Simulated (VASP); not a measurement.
# W (P6/mmm) in VASP: a series of runs

The runs below take W through single point, with revPBE.

All numbers are computed with VASP 6.6.1; they aren't measurements. Logs are shortened: lines on timing, memory, paths and dates and some standing lists are left out, and cuts for length are marked.

## 1. The cell of the first run

Symmetry: P6/mmm, No. 191, hexagonal system. Conventional cell: a = 4.701 Å, b = 4.701 Å, c = 2.618 Å, α = 90.00°, β = 90.00°, γ = 120.00°. W (site symmetry 6/mmm) has 14 W at 2.62 to 3.01 Å within 3.5 Å. Within 3.5 Å of W (site symmetry -6m2) lie 11 W at 2.62 to 3.01 Å.

This isn't the form of W at room conditions, which is bcc.

## 2. Single point, revPBE

The input, INCAR:

```
ALGO = Normal
EDIFF = 1E-7
ENCUT = 520
GGA = RE
ISIF = 2
ISMEAR = -1
LASPH = T
LCHARG = F
LREAL = F
LWAVE = F
NBANDS = 28
NELM = 60
PREC = Accurate
SIGMA = 0.1
```

The input, KPOINTS:

```
k-points
0
Gamma
  8 8 11
```

The input, POSCAR:

```
W
1.0
    4.7014639456      0.0000000000      0.0000000000
   -2.3507319728      4.0715872118      0.0000000000
    0.0000000000      0.0000000000      2.6179221725
W
3
Direct
    0.0000000000      1.0000000000      0.0000000000
    0.3333333333      0.6666666667      0.5000000000
    0.6666666667      0.3333333333      0.5000000000
```

Potentials or basis: VASP PAW PBE potentials, release 64 (W_sv).

On the command line:

```console
> cat potpaw_PBE.64/W_sv/POTCAR > POTCAR
> mpirun -np 1 vasp_std > vasp.out
```

OUTCAR:

```text
EDIFF = 1E-7
   ENCUT = 520
   GGA = RE
   ISIF = 2
   ISMEAR = -1
   LASPH = T
   LREAL = F
   NELM = 60
   PREC = Accurate

 ion  position               nearest neighbor table
   1  0.000  0.000  0.000-   2 3.01   3 3.01   2 3.01   3 3.01   2 3.01   2 3.01   3 3.01   3 3.01
                             3 3.01   3 3.01   2 3.01   2 3.01
   2  0.333  0.667  0.500-   3 2.71   3 2.71   3 2.71   1 3.01   1 3.01   1 3.01   1 3.01   1 3.01
                             1 3.01
   3  0.667  0.333  0.500-   2 2.71   2 2.71   2 2.71   1 3.01   1 3.01   1 3.01   1 3.01   1 3.01
                             1 3.01

  LATTYP: Found a hexagonal cell.
 ALAT       =     4.7014639456
 C/A-ratio  =     0.5568312770

  Lattice vectors:

 A1 = (   4.7014639456,   0.0000000000,   0.0000000000)
 A2 = (  -2.3507319728,   4.0715872118,   0.0000000000)
 A3 = (   0.0000000000,   0.0000000000,   2.6179221725)

Analysis of symmetry for initial positions (statically):
=====================================================================
 Subroutine PRICEL returns:
 Original cell was already a primitive cell.

 Routine SETGRP: Setting up the symmetry group for a
 hexagonal supercell.

 Subroutine GETGRP returns: Found 24 space group operations
 (whereof 24 operations were pure point group operations)
 out of a pool of 24 trial point group operations.

The static configuration has the point symmetry D_6h.

Analysis of symmetry for dynamics (positions and initial velocities):
=====================================================================
 Subroutine PRICEL returns:
 Original cell was already a primitive cell.

 Routine SETGRP: Setting up the symmetry group for a
 hexagonal supercell.

 Subroutine GETGRP returns: Found 24 space group operations
 (whereof 24 operations were pure point group operations)
 out of a pool of 24 trial point group operations.

The dynamic configuration has the point symmetry D_6h.

 Subroutine INISYM returns: Found 24 space group operations
 (whereof 24 operations are pure point group operations),
 and found     1 'primitive' translations

----------------------------------------------------------------------------------------

                                     Primitive cell

  volume of cell :      50.1134

  direct lattice vectors                    reciprocal lattice vectors
     4.701463946  0.000000000  0.000000000     0.212699706  0.122802233  0.000000000
    -2.350731973  4.071587212  0.000000000     0.000000000  0.245604465  0.000000000
     0.000000000  0.000000000  2.617922173     0.000000000  0.000000000  0.381982326

  length of vectors
     4.701463946  4.701463946  2.617922173     0.245604465  0.245604465  0.381982326

  position of ions in fractional coordinates (direct lattice)
     0.000000000  0.000000000  0.000000000
     0.333333333  0.666666667  0.500000000
     0.666666667  0.333333333  0.500000000

  ion indices of the primitive-cell ions
   primitive index   ion index
                 1           1
                 2           2
                 3           3

----------------------------------------------------------------------------------------

 KPOINTS: k-points

Automatic generation of k-mesh.
 Grid dimensions read from file:
 generate k-points for:    8    8   11

 Generating k-lattice:

  Cartesian coordinates                     Fractional coordinates (reciprocal lattice)
     0.026587463  0.015350279  0.000000000     0.125000000  0.000000000  0.000000000
     0.000000000  0.030700558  0.000000000     0.000000000  0.125000000  0.000000000
     0.000000000  0.000000000  0.034725666     0.000000000  0.000000000  0.090909091

  Length of vectors
     0.030700558  0.030700558  0.034725666

  Shift w.r.t. Gamma in fractional coordinates (k-lattice)
     0.000000000  0.000000000  0.000000000

 Subroutine IBZKPT returns following result:
 ===========================================

 Found     60 irreducible k-points:

 Following reciprocal coordinates:
            Coordinates               Weight
  0.000000  0.000000  0.000000      1.000000
  0.125000  0.000000  0.000000      6.000000
  0.250000  0.000000  0.000000      6.000000
  0.375000 -0.000000  0.000000      6.000000
  0.500000  0.000000  0.000000      3.000000
  0.125000  0.125000  0.000000      6.000000
[... 16 lines left out ...]
  0.250000  0.000000  0.181818     12.000000
  0.375000 -0.000000  0.181818     12.000000
 [... further k-points ...]
   k-points           NKPTS =     60   k-points in BZ     NKDIM =     60   number of bands    NBANDS=     28
   number of dos      NEDOS =    301   number of ions     NIONS =      3
   total plane-waves  NPLWV =  25920
   dimension x,y,z NGX =    36 NGY =   36 NGZ =   20
   dimension x,y,z NGXF=    72 NGYF=   72 NGZF=   40
   ions per type =               3
   NGX,Y,Z   is equivalent  to a cutoff of  12.73, 12.73, 12.70 a.u.
   NGXF,Y,Z  is equivalent  to a cutoff of  25.46, 25.46, 25.40 a.u.
 SYSTEM =  unknown system
   PREC   = accura    normal or accurate (medium, high low for compatibility)
   ISTART =      0    job   : 0-new  1-cont  2-samecut
   ICHARG =      2    charge: 1-file 2-atom 10-const
   ISPIN  =      1    spin polarized calculation?
   LNONCOLLINEAR =      F non collinear calculations
   LSORBIT =      F    spin-orbit coupling
   LASPH  =      T    aspherical Exc in radial PAW
   ENCUT  =  520.0 eV  38.22 Ry    6.18 a.u.   8.74  8.74  4.87*2*pi/ulx,y,z
   NELM   =     60;   NELMIN=  2; NELMDL= -5     # of ELM steps
   EDIFF  = 0.1E-06   stopping-criterion for ELM
   LREAL  =      F    real-space projection
   EDIFFG = 0.1E-05   stopping-criterion for IOM
   NSW    =      0    number of steps for IOM
   IBRION =     -1    ionic relax: 0-MD 1-quasi-New 2-CG
   NFREE  =      0    steps in history (QN), initial steepest desc. (CG)
   ISIF   =      2    stress and relaxation
   ISYM   =      2    0-nonsym 1-usesym 2-fastsym
   POTIM  = 0.5000    time-step for ionic-motion
   TEBEG  =    0.0;   TEEND  =   0.0 temperature during run
   PSTRESS=    0.0 pullay stress
   NELECT =      42.0000    total number of electrons
   NUPDOWN=      -1.0000    fix difference up-down
   EMIN   =  10.00;   EMAX   =-10.00  energy-range for DOS
   EFERMI =   0.00;   METHOD = LEGACY
   ISMEAR =    -1;   SIGMA  =   0.10  broadening in eV -4-tet -1-fermi 0-gaus
   EFERMI_NEDOS =   21; number of points for ismear=-14 and -15
   IALGO  =     38    algorithm
   IMIX   =      4    mixing-type and parameters
     AMIX     =   0.40;   BMIX     =  1.00
     AMIX_MAG =   1.60;   BMIX_MAG =  1.00
  volume/ion in A,a.u.               =      16.70       112.73
  Fermi-wavevector in a.u.,A,eV,Ry     =   1.543500  2.916793 32.414429  2.382393
  Thomas-Fermi vector in A             =   2.649154
   LORBIT       =      0    0 simple, 1 ext, 2 COOP (PROOUT), +10 PAW based schemes
   GGA     = RE    functional components
   LHFCALC =     F    Hartree Fock is set to
   AEXX    =    0.0000 exact exchange contribution
   IVDW    =     0    specifies the selected vdW correction
   LEPSILON=     F    determine dielectric tensor
   LRPA    =     F    only Hartree local field effects (RPA)
 non-spin polarized calculation
  energy-cutoff  :      520.00
  volume of cell :       50.11
 maximum number of plane-waves:      1384
 NGX is ok and might be reduce to    36
   NGX = 17   NGY = 17   NGZ =  9

 number of electron      41.9999997 magnetization

 Free energy of the ion-electron system (eV)
  ---------------------------------------------------
  ext. energy  EPLUGINS =         0.00000000
  ---------------------------------------------------
  free energy    TOTEN  =       -35.96195160 eV

  energy without entropy =      -35.82993694  energy(sigma->0) =      -35.89594427

 E-fermi :  10.5439     XC(G=0): -13.2807

 val. band max:       10.5373974351   @ k =   0.2500   0.0000   0.4545
 cond. band min:      10.5477126380   @ k =   0.3750   0.1250   0.2727
 fundamental gap:      0.0103152030
 Fermi energy:        10.5439172726

 k-point     1 :       0.0000    0.0000    0.0000
  band No.  band energies     occupation
      1     -63.4979      2.00000
      2     -63.3374      2.00000
      3     -63.2461      2.00000
      4     -27.8555      2.00000
      5     -27.8555      2.00000
      6     -27.8043      2.00000
[... 20 lines left out ...]
     27      15.7903      0.00000
     28      15.7903      0.00000

 k-point     2 :       0.1250    0.0000    0.0000
  band No.  band energies     occupation
      1     -63.4967      2.00000
      2     -63.3353      2.00000
      3     -63.2495      2.00000
      4     -27.9461      2.00000
      5     -27.9217      2.00000
      6     -27.7058      2.00000
[... 20 lines left out ...]
     27      15.4435      0.00000
     28      15.7381      0.00000

 k-point     3 :       0.2500    0.0000    0.0000
  band No.  band energies     occupation
      1     -63.4939      2.00000
      2     -63.3289      2.00000
      3     -63.2589      2.00000
      4     -28.0369      2.00000
      5     -27.9340      2.00000
      6     -27.5934      2.00000
[... 20 lines left out ...]
     27      14.6326      0.00000
     28      15.5780      0.00000

 k-point     4 :       0.3750   -0.0000    0.0000
  band No.  band energies     occupation
      1     -63.4912      2.00000
      2     -63.3192      2.00000
      3     -63.2714      2.00000
      4     -28.0963      2.00000
      5     -27.8637      2.00000
      6     -27.5702      2.00000
[... 578 lines left out ...]
     27      14.3883      0.00000
     28      14.7428      0.00000

 k-point    23 :       0.2500    0.0000    0.1818
  band No.  band energies     occupation
      1     -63.4632      2.00000
      2     -63.3001      2.00000
      3     -63.2294      2.00000
      4     -27.9558      2.00000
      5     -27.8692      2.00000
      6     -27.5658      2.00000
[... 20 lines left out ...]
     27      13.6068      0.00000
     28      14.7531      0.00000

 k-point    24 :       0.3750   -0.0000    0.1818
  band No.  band energies     occupation
      1     -63.4612      2.00000
      2     -63.2897      2.00000
      3     -63.2419      2.00000
      4     -28.0088      2.00000
      5     -27.8172      2.00000
      6     -27.5918      2.00000
[... 20 lines left out ...]
     27      13.6859      0.00000
     28      15.0754      0.00000

 [... further k-points ...]

------------------------ aborting loop because EDIFF is reached ----------------------------------------

  FORCE on cell =-STRESS in cart. coord.  units (eV):
  Direction    XX          YY          ZZ          XY          YZ          ZX
  --------------------------------------------------------------------------------------
  -------------------------------------------------------------------------------------
  Total        0.1052186      0.1052186      0.2543212      0.0000000      0.0000000     -0.0000000
  in kB        3.3639490      3.3639490      8.1309175      0.0000000      0.0000000     -0.0000000
  external PRESSURE =       4.9529385 kB  Pullay stress =       0.0000000 kB

 VOLUME and BASIS-vectors are now :
 -----------------------------------------------------------------------------
  energy-cutoff  :      520.00
  volume of cell :       50.11
      direct lattice vectors                 reciprocal lattice vectors
     4.701463946  0.000000000  0.000000000     0.212699706  0.122802233  0.000000000
    -2.350731973  4.071587212  0.000000000     0.000000000  0.245604465  0.000000000
     0.000000000  0.000000000  2.617922173     0.000000000  0.000000000  0.381982326

 POSITION                                       TOTAL-FORCE (eV/Angst)
 -----------------------------------------------------------------------------------
      0.00000      0.00000      0.00000         0.000000      0.000000     -0.000000
     -0.00000      2.71439      1.30896         0.000000      0.000000      0.000000
      2.35073      1.35720      1.30896        -0.000000      0.000000     -0.000000
 -----------------------------------------------------------------------------------
    total drift:                                0.000000      0.000000     -0.000000

  FREE ENERGIE OF THE ION-ELECTRON SYSTEM (eV)
  ---------------------------------------------------
  free  energy   TOTEN  =       -35.9619515993 eV

  energy  without entropy=      -35.8299369390  energy(sigma->0) =      -35.89594427
```

Wall time 2.1 min (1 thread of Intel Xeon 8259CL, shared host); peak memory 0.21 GiB.

What came out:

- Free energy: -35.9620 eV
- Pressure: 0.5 GPa
- Band gap on the k mesh: zero (bands 21 and 22 overlap by 0.65 eV)

Stress tensor (GPa, compression positive):
```
0.34 0.00 0.00
0.00 0.34 0.00
0.00 0.00 0.81
```

Caveat: the PAW data sets were made with another functional, which shifts forces and pressure a little; spin-orbit coupling is left out, which moves the levels of the heavy elements.

## 3. Single point, revPBE (14.70 Å³/atom)

This run uses another cell than the first one, of 14.70 Å³/atom.

The input, INCAR:

```
PREC = Accurate ; ENCUT = 520
EDIFF = 1E-6 ; ISMEAR = -1
SIGMA = 0.1 ; LREAL = False
LASPH = True ; NELM = 80
ALGO = Normal ; ISIF = 2
LWAVE = False ; LCHARG = False
GGA = RE ; NBANDS = 28
```

The input, KPOINTS:

```
Automatic mesh
0
Gamma
  9 9 13
```

The input, POSCAR:

```
W
1.0
    4.5053375412      0.0000000000      0.0000000000
   -2.2526687706      3.9017367633      0.0000000000
    0.0000000000      0.0000000000      2.5087128563
W
3
Direct
    0.0000000000      1.0000000000      0.0000000000
    0.3333333333      0.6666666667      0.5000000000
    0.6666666667      0.3333333333      0.5000000000
```

Potentials or basis: VASP PAW PBE potentials, release 64 (W_sv).

On the command line:

```console
> cat potpaw_PBE.64/W_sv/POTCAR > POTCAR
> mpirun -np 1 vasp_std > vasp.out
```

OUTCAR:

```text
PREC = Accurate
   ENCUT = 520
   EDIFF = 1E-6
   ISMEAR = -1
   LREAL = False
   LASPH = True
   NELM = 80
   ISIF = 2
   GGA = RE

 ion  position               nearest neighbor table
   1  0.000  0.000  0.000-   2 2.89   3 2.89   2 2.89   3 2.89   2 2.89   2 2.89   3 2.89   3 2.89
                             3 2.89   3 2.89   2 2.89   2 2.89
   2  0.333  0.667  0.500-   3 2.60   3 2.60   3 2.60   1 2.89   1 2.89   1 2.89   1 2.89   1 2.89
                             1 2.89
   3  0.667  0.333  0.500-   2 2.60   2 2.60   2 2.60   1 2.89   1 2.89   1 2.89   1 2.89   1 2.89
                             1 2.89

[... 942 lines left out ...]
  Direction    XX          YY          ZZ          XY          YZ          ZX
  --------------------------------------------------------------------------------------
  -------------------------------------------------------------------------------------
  Total       12.1940028     12.1940028     13.6197731     -0.0000000      0.0000000     -0.0000000
  in kB      443.0172300    443.0172300    494.8165287     -0.0000000      0.0000000     -0.0000000
  external PRESSURE =     460.2836629 kB  Pullay stress =       0.0000000 kB

 VOLUME and BASIS-vectors are now :
 -----------------------------------------------------------------------------
  energy-cutoff  :      520.00
  volume of cell :       44.10
      direct lattice vectors                 reciprocal lattice vectors
     4.505337541  0.000000000  0.000000000     0.221958952  0.128148061  0.000000000
    -2.252668771  3.901736763  0.000000000     0.000000000  0.256296122  0.000000000
     0.000000000  0.000000000  2.508712856     0.000000000  0.000000000  0.398610785

 POSITION                                       TOTAL-FORCE (eV/Angst)
 -----------------------------------------------------------------------------------
      0.00000      0.00000      0.00000        -0.000000      0.000000     -0.000000
     -0.00000      2.60116      1.25436         0.000000     -0.000000      0.000000
      2.25267      1.30058      1.25436         0.000000      0.000000     -0.000000
 -----------------------------------------------------------------------------------
    total drift:                                0.000000      0.000000     -0.000000

  FREE ENERGIE OF THE ION-ELECTRON SYSTEM (eV)
  ---------------------------------------------------
  free  energy   TOTEN  =       -35.1757773426 eV

  energy  without entropy=      -35.0712412576  energy(sigma->0) =      -35.12350930
```

stdout:

```text
POSCAR found type information on POSCAR W
 POSCAR found :  1 types and       3 ions
 scaLAPACK will be used
 -----------------------------------------------------------------------------
|                                                                             |
|                                                                             |
|     You enforced a specific xc type in the INCAR file but a different       |
|     I HOPE YOU KNOW WHAT YOU ARE DOING!                                     |
|                                                                             |
 -----------------------------------------------------------------------------

 LDA part: xc-table for (Slater+PW92), standard interpolation
 POSCAR, INCAR and KPOINTS ok, starting setup
 FFT: planning ... GRIDC
 FFT: planning ... GRID_SOFT
 FFT: planning ... GRID
 WAVECAR not read
 entering main loop
```

Run time: 2.3 min. Hardware: 1 thread of Intel Xeon 8259CL, shared host; peak memory 0.22 GiB.

What came out:

```
Free energy            : -35.1758 eV
Pressure               : 46.0 GPa
Band gap on the k mesh : zero (bands 21 and 22 overlap by 0.98 eV)
```

Stress tensor (GPa, compression positive):
```
44.30  0.00  0.00
 0.00 44.30  0.00
 0.00  0.00 49.48
```

Levels at points of the mesh, in eV from the Fermi level:
```tsv
k point	band 19	band 20	band 21	band 22	band 23	band 24
(0.00, 0.00, 0.00)	-2.71	-2.61	-0.44	-0.44	2.39	2.39
```

Caveat: the stress differs along the axes, from 44 to 49 GPa; the PAW data sets were made with another functional, which shifts forces and pressure a little; spin-orbit coupling is left out, which moves the levels of the heavy elements.

[end of part 1 of 2]
